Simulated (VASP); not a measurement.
# Sc (P6_3/mmc) in VASP: further runs

Sc is run at these levels: r2SCAN; tasks: single point.

All numbers are computed with VASP 6.6.1; they aren't measurements. Logs are shortened: lines on timing, memory, paths and dates and some standing lists are left out, and cuts for length are marked.

## (1) The cell of the first run

It takes space group P6_3/mmc (No. 194, hexagonal). Conventional cell: a = 3.198 Å, b = 3.198 Å, c = 5.326 Å, α = 90.00°, β = 90.00°, γ = 120.00°. Sc (site symmetry -6m2) has 12 Sc at 3.20 to 3.24 Å within 4.2 Å.

## (2) Single point, r2SCAN

Contents of POSCAR:

```
Sc
1.0
    3.1980941772      0.0000000000      0.0000000000
   -1.5990470886      2.7696308012      0.0000000000
    0.0000000000      0.0000000000      5.3258641784
Sc
2
Direct
    0.3333333333      0.6666666667      0.2500000000
    0.6666666667      0.3333333333      0.7500000000
```

Contents of INCAR.step1:

```
SYSTEM = Sc
PREC     = Accurate       ! precision mode
ENCUT    = 520            ! plane-wave cutoff, eV
ISMEAR   = 0              ! smearing method
SIGMA    = 0.1            ! smearing width, eV
LREAL    = .FALSE.        ! projectors in reciprocal space
LASPH    = .TRUE.         ! aspherical terms in the spheres
NELM     = 60             ! most SCF steps
NBANDS   = 18             ! bands
GGA      = PE             ! functional
ALGO     = Normal         ! electronic algorithm
EDIFF    = 1E-4           ! SCF threshold, eV
LWAVE    = .TRUE.         ! write WAVECAR
LCHARG   = .FALSE.        ! write CHGCAR
```

Contents of INCAR.step2:

```
SYSTEM = Sc
PREC     = Accurate       ! precision mode
ENCUT    = 520            ! plane-wave cutoff, eV
EDIFF    = 1E-7           ! SCF threshold, eV
ISMEAR   = 0              ! smearing method
SIGMA    = 0.1            ! smearing width, eV
LREAL    = .FALSE.        ! projectors in reciprocal space
LASPH    = .TRUE.         ! aspherical terms in the spheres
NELM     = 60             ! most SCF steps
ALGO     = Normal         ! electronic algorithm
ISIF     = 2              ! what is computed and relaxed
LWAVE    = .FALSE.        ! write WAVECAR
LCHARG   = .FALSE.        ! write CHGCAR
METAGGA  = R2SCAN         ! meta-GGA
LMIXTAU  = .TRUE.       
NBANDS   = 18             ! bands
ISTART   = 1
```

Contents of KPOINTS:

```
regular mesh
0
G
  12 12 7
  0 0 0
```

Potentials or basis: VASP PAW PBE potentials, release 64 (Sc_sv).

Command:

```
$ cat potpaw_PBE.64/Sc_sv/POTCAR > POTCAR
$ cp INCAR.step1 INCAR
$ mpirun -np 1 vasp_std > vasp.out
$ cp INCAR.step2 INCAR
$ mpirun -np 1 vasp_std > vasp.out
```

OUTCAR:

```text
SYSTEM = Sc
   PREC = Accurate
   ENCUT = 520
   EDIFF = 1E-7
   ISMEAR = 0
   LREAL = .FALSE.
   LASPH = .TRUE.
   NELM = 60
   ISIF = 2
   METAGGA = R2SCAN
   ISTART = 1

 ion  position               nearest neighbor table
   1  0.333  0.667  0.250-   2 3.24   2 3.24   2 3.24   2 3.24   2 3.24   2 3.24
   2  0.667  0.333  0.750-   1 3.24   1 3.24   1 3.24   1 3.24   1 3.24   1 3.24

  LATTYP: Found a hexagonal cell.
 ALAT       =     3.1980941772
 C/A-ratio  =     1.6653243724

  Lattice vectors:

 A1 = (   3.1980941772,   0.0000000000,   0.0000000000)
 A2 = (  -1.5990470886,   2.7696308012,   0.0000000000)
 A3 = (   0.0000000000,   0.0000000000,   5.3258641784)

Analysis of symmetry for initial positions (statically):
=====================================================================
 Subroutine PRICEL returns:
 Original cell was already a primitive cell.

 Routine SETGRP: Setting up the symmetry group for a
 hexagonal supercell.

 Subroutine GETGRP returns: Found 24 space group operations
 (whereof 12 operations were pure point group operations)
 out of a pool of 24 trial point group operations.

The static configuration has the point symmetry D_3d.
 The point group associated with its full space group is D_6h.

Analysis of symmetry for dynamics (positions and initial velocities):
=====================================================================
 Subroutine PRICEL returns:
 Original cell was already a primitive cell.

 Routine SETGRP: Setting up the symmetry group for a
 hexagonal supercell.

 Subroutine GETGRP returns: Found 24 space group operations
 (whereof 12 operations were pure point group operations)
 out of a pool of 24 trial point group operations.

The dynamic configuration has the point symmetry D_3d.
 The point group associated with its full space group is D_6h.

 Subroutine INISYM returns: Found 24 space group operations
 (whereof 12 operations are pure point group operations),
 and found     1 'primitive' translations

----------------------------------------------------------------------------------------

                                     Primitive cell

  volume of cell :      47.1741

  direct lattice vectors                    reciprocal lattice vectors
     3.198094177  0.000000000  0.000000000     0.312686226  0.180529477  0.000000000
    -1.599047089  2.769630801  0.000000000     0.000000000  0.361058954  0.000000000
     0.000000000  0.000000000  5.325864178     0.000000000  0.000000000  0.187762956

  length of vectors
[... 81 lines left out ...]
   NELM   =     60;   NELMIN=  2; NELMDL=  0     # of ELM steps
   EDIFF  = 0.1E-06   stopping-criterion for ELM
   LREAL  =      F    real-space projection
   EDIFFG = 0.1E-05   stopping-criterion for IOM
   NSW    =      0    number of steps for IOM
   IBRION =     -1    ionic relax: 0-MD 1-quasi-New 2-CG
   NFREE  =      0    steps in history (QN), initial steepest desc. (CG)
   ISIF   =      2    stress and relaxation
   ISYM   =      2    0-nonsym 1-usesym 2-fastsym
   POTIM  = 0.5000    time-step for ionic-motion
   TEBEG  =    0.0;   TEEND  =   0.0 temperature during run
   PSTRESS=    0.0 pullay stress
   NELECT =      22.0000    total number of electrons
   NUPDOWN=      -1.0000    fix difference up-down
   EMIN   =  10.00;   EMAX   =-10.00  energy-range for DOS
   EFERMI =   0.00;   METHOD = LEGACY
   ISMEAR =     0;   SIGMA  =   0.10  broadening in eV -4-tet -1-fermi 0-gaus
   EFERMI_NEDOS =   21; number of points for ismear=-14 and -15
   IALGO  =     38    algorithm
   IMIX   =      4    mixing-type and parameters
     AMIX     =   0.40;   BMIX     =  1.00
     AMIX_MAG =   1.60;   BMIX_MAG =  1.00
  volume/ion in A,a.u.               =      23.59       159.17
  Fermi-wavevector in a.u.,A,eV,Ry     =   1.269545  2.399092 21.929104  1.611744
  Thomas-Fermi vector in A             =   2.402580
   LORBIT       =      0    0 simple, 1 ext, 2 COOP (PROOUT), +10 PAW based schemes
   METAGGA = R2SCAN    functional components
   LHFCALC =     F    Hartree Fock is set to
   AEXX    =    0.0000 exact exchange contribution
   IVDW    =     0    specifies the selected vdW correction
   LEPSILON=     F    determine dielectric tensor
   LRPA    =     F    only Hartree local field effects (RPA)
 non-spin polarized calculation
 Gauss-broadening in eV      SIGMA  =   0.10
  energy-cutoff  :      520.00
  volume of cell :       47.17
 maximum number of plane-waves:      1296
 NGX is ok and might be reduce to    24
   NGX = 11   NGY = 11   NGZ = 19

 number of electron      21.9999996 magnetization

 Free energy of the ion-electron system (eV)
  ---------------------------------------------------
  ext. energy  EPLUGINS =         0.00000000
  ---------------------------------------------------
  free energy    TOTEN  =       -22.65182119 eV

  energy without entropy =      -22.62861087  energy(sigma->0) =      -22.64021603

 E-fermi :   3.9987     XC(G=0): -10.7991

 val. band max:        3.9929339871   @ k =   0.2500   0.2500   0.2857
 cond. band min:       4.0137716743   @ k =   0.2500   0.1667   0.1429
 fundamental gap:      0.0208376872
 Fermi energy:         3.9987122763

 k-point     1 :       0.0000    0.0000    0.0000
  band No.  band energies     occupation
      1     -47.4118      2.00000
      2     -47.3427      2.00000
      3     -25.2750      2.00000
      4     -24.8699      2.00000
      5     -24.8699      2.00000
      6     -24.8194      2.00000
[... 481 lines left out ...]
      5     -25.0841      2.00000
      6     -24.9486      2.00000
[... 10 lines left out ...]
     17       7.6268      0.00000
     18       7.7871      0.00000

 [... further k-points ...]

------------------------ aborting loop because EDIFF is reached ----------------------------------------

  FORCE on cell =-STRESS in cart. coord.  units (eV):
  Direction    XX          YY          ZZ          XY          YZ          ZX
  --------------------------------------------------------------------------------------
  -------------------------------------------------------------------------------------
  Total        1.6927445      1.6927445      0.0648801      0.0000000      0.0000000      0.0000000
  in kB       57.4908568     57.4908568      2.2035294      0.0000000      0.0000000      0.0000000
  external PRESSURE =      39.0617477 kB  Pullay stress =       0.0000000 kB

 VOLUME and BASIS-vectors are now :
 -----------------------------------------------------------------------------
  energy-cutoff  :      520.00
  volume of cell :       47.17
      direct lattice vectors                 reciprocal lattice vectors
     3.198094177  0.000000000  0.000000000     0.312686226  0.180529477  0.000000000
    -1.599047089  2.769630801  0.000000000     0.000000000  0.361058954  0.000000000
     0.000000000  0.000000000  5.325864178     0.000000000  0.000000000  0.187762956

 POSITION                                       TOTAL-FORCE (eV/Angst)
 -----------------------------------------------------------------------------------
     -0.00000      1.84642      1.33147        -0.000000      0.000000      0.000000
      1.59905      0.92321      3.99440         0.000000     -0.000000      0.000000
 -----------------------------------------------------------------------------------
    total drift:                               -0.000000      0.000000     -0.000000

  FREE ENERGIE OF THE ION-ELECTRON SYSTEM (eV)
  ---------------------------------------------------
  free  energy   TOTEN  =       -22.6518211861 eV

  energy  without entropy=      -22.6286108747  energy(sigma->0) =      -22.64021603
```

OSZICAR.step1:

```text
N       E                     dE             d eps       ncg     rms          rms(c)
DAV:   1     0.352524067906E+03    0.35252E+03   -0.11042E+04  2736   0.131E+03
DAV:   2     0.546956977410E+01   -0.34705E+03   -0.34055E+03  3320   0.542E+02
DAV:   3    -0.133604639037E+02   -0.18830E+02   -0.18135E+02  4430   0.153E+02
DAV:   4    -0.137700834726E+02   -0.40962E+00   -0.39137E+00  4170   0.201E+01
DAV:   5    -0.137756080399E+02   -0.55246E-02   -0.55231E-02  4636   0.248E+00    0.787E+00
DAV:   6    -0.126180727901E+02    0.11575E+01   -0.26003E+00  3616   0.181E+01    0.240E+00
DAV:   7    -0.124636545849E+02    0.15442E+00   -0.67656E-01  3712   0.843E+00    0.838E-01
DAV:   8    -0.124542889759E+02    0.93656E-02   -0.28445E-02  3504   0.212E+00    0.249E-01
DAV:   9    -0.124528238385E+02    0.14651E-02   -0.77217E-03  3738   0.934E-01    0.226E-02
DAV:  10    -0.124528313026E+02   -0.74640E-05   -0.93776E-05  2364   0.157E-01
   1 F= -.12452831E+02 E0= -.12440897E+02  d E =-.238694E-01
```

It took 4.8 min on 1 thread of Intel Xeon 8259CL, shared host; peak memory 0.2 GiB.

What came out:

```
Free energy            : -22.6518 eV
Pressure               : 3.9 GPa
Band gap on the k mesh : zero (bands 11 and 12 overlap by 1.14 eV)
```

Levels at points of the mesh, in eV from the Fermi level:
```tsv
k point	band 7	band 8	band 9	band 10	band 11	band 12	band 13	band 14	band 15	band 16
(0.00, 0.00, 0.00)	-28.81	-28.81	-5.60	-1.88	0.04	1.76	1.92	1.92	2.33	2.33
(0.50, 0.00, 0.00)	-28.92	-28.88	-1.65	-1.14	-0.84	-0.22	1.24	1.86	1.88	4.43
```

Caveat: the stress differs along the axes, from 0 to 6 GPa; the PAW data sets were made with another functional, which shifts forces and pressure a little.

## (3) Single point, r2SCAN

This run uses another cell than the first one, of 24.11 Å³/atom.

Changes to POSCAR since step 2:

```diff
@@ -4,3 +4,3 @@
    -1.5990470886      2.7696308012      0.0000000000
-    0.0000000000      0.0000000000      5.3258641784
+    0.0000000000      0.0000000000      5.4431239181
 Sc
```

Contents of INCAR.step1:

```
ALGO     = Normal         # electronic algorithm
EDIFF    = 1E-4           # SCF threshold, eV
ENCUT    = 520            # plane-wave cutoff, eV
GGA      = PE             # functional
ISMEAR   = 0              # smearing method
LASPH    = T              # aspherical terms in the spheres
LCHARG   = F              # write CHGCAR
LREAL    = F              # projectors in reciprocal space
LWAVE    = T              # write WAVECAR
NBANDS   = 18             # bands
NELM     = 80             # most SCF steps
PREC     = Accurate       # precision mode
SIGMA    = 0.1            # smearing width, eV
```

Contents of INCAR.step2:

```
ALGO     = Normal         # electronic algorithm
EDIFF    = 1E-7           # SCF threshold, eV
ENCUT    = 520            # plane-wave cutoff, eV
ISIF     = 2              # what is computed and relaxed
ISMEAR   = 0              # smearing method
ISTART   = 1            
LASPH    = T              # aspherical terms in the spheres
LCHARG   = F              # write CHGCAR
LMIXTAU  = T            
LREAL    = F              # projectors in reciprocal space
LWAVE    = F              # write WAVECAR
METAGGA  = R2SCAN         # meta-GGA
NBANDS   = 18             # bands
NELM     = 80             # most SCF steps
PREC     = Accurate       # precision mode
SIGMA    = 0.1            # smearing width, eV
```

Contents of KPOINTS:

```
k-points
0
Gamma
  12 12 7
```

Potentials or basis: VASP PAW PBE potentials, release 64 (Sc_sv).

Command:

```
$ cat potpaw_PBE.64/Sc_sv/POTCAR > POTCAR
$ cp INCAR.step1 INCAR
$ mpirun -np 1 vasp_std > vasp.out
$ cp INCAR.step2 INCAR
$ mpirun -np 1 vasp_std > vasp.out
```

Wall time 5.8 min (1 thread of Intel Xeon 8259CL, shared host); peak memory 0.2 GiB.

The run converged. Its results:

```yaml
Free_energy: -22.6461 eV
Pressure: 2.6 GPa
Band_gap_on_the_k_mesh: zero (bands 11 and 12 overlap by 0.98 eV)
```

Stress tensor (GPa, compression positive):
```
 4.94  0.00  0.00
 0.00  4.94  0.00
 0.00  0.00 -2.17
```

Levels at points of the mesh, in eV from the Fermi level:
```csv
k point,band 7,band 8,band 9,band 10,band 11,band 12,band 13,band 14,band 15,band 16
"(0.00, 0.00, 0.00)",-28.89,-28.89,-5.56,-1.91,-0.16,1.60,1.90,1.90,2.26,2.26
"(0.50, 0.00, 0.00)",-28.99,-28.96,-1.62,-1.11,-0.83,-0.18,1.14,1.76,1.92,4.29
```

Caveat: the stress differs along the axes, from -2 to 5 GPa; the PAW data sets were made with another functional, which shifts forces and pressure a little.

The gap in the log of VASP goes by the Fermi energy; the results here count the filled bands.